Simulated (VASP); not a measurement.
Ti, 1 atom in the cell. Symmetry: I4/mmm, No. 139, tetragonal system. The conventional cell has a = 2.785 Å, b = 2.785 Å, c = 4.121 Å, α = 90.00°, β = 90.00°, γ = 90.00°. Ti (site symmetry 4/mmm) has 12 Ti at 2.78 to 2.85 Å within 3.7 Å.  This cell differs from its parent crystal: strain -0.030 along x and y, +0.015 along z.

| Quantity | Value |
| --- | --- |
| Program | VASP 6.6.1 |
| Task | single point |
| Functional | PBEsol |
| Potentials or basis | VASP PAW PBE potentials, release 64 (Ti_sv) |
| Cutoff | 520 eV |
| k mesh | 10 × 10 × 10 |
| Occupations | gaussian, width 0.15 eV |
| Spin | no spin polarisation |
| Dipole correction | no |
| Further INCAR settings | ALGO = Fast; EDIFF = 1e-06; NBANDS = 12 |

Potentials or basis: VASP PAW PBE potentials, release 64 (Ti_sv).

Launch:

```console
$ cat potpaw_PBE.64/Ti_sv/POTCAR > POTCAR
$ mpirun -np 1 vasp_std > vasp.out
```

Hardware: 1 thread of Intel Xeon 6975P-C, on a shared host.

Question: Estimate the wall time of this run.

Answer: Run time: 14 s on 1 thread of Intel Xeon 6975P-C, with other jobs on the host, peak memory 0.15 GiB. Counts: scf iterations 20, k points 102.
